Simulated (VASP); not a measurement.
Crystal: Hf.

```
CELL_PARAMETERS angstrom
3.19670 0.00000 0.00000
-1.59835 2.76842 0.00000
0.00000 0.00000 5.05780
ATOMIC_POSITIONS crystal
Hf 0.33333 0.66667 0.25000
Hf 0.66667 0.33333 0.75000
```

Base run:

| Item | Value |
| --- | --- |
| Program | VASP 6.6.1 |
| Functional | PBE |
| Potentials or basis | VASP PAW PBE potentials, release 64 (Hf_pv) |
| Cutoff | 520 eV |
| k mesh | 13 × 13 × 7 |
| Occupations | fermi-dirac, width 0.05 eV |
| Spin | no spin polarisation |

Its results: band gap on the k mesh zero (bands 10 and 11 overlap by 1.58 eV); pressure 0.3 GPa.

**Question.** The run is repeated on the same cell with these changes: functional from PBE to r2SCAN. What comes out?

**Answer.** Band gap on the k mesh zero (bands 10 and 11 overlap by 1.82 eV); pressure -0.7 GPa.

Caveats: spin-orbit coupling is left out, which moves the levels of the heavy elements; the PAW data sets were made with another functional, which shifts forces and pressure a little (at least some runs).
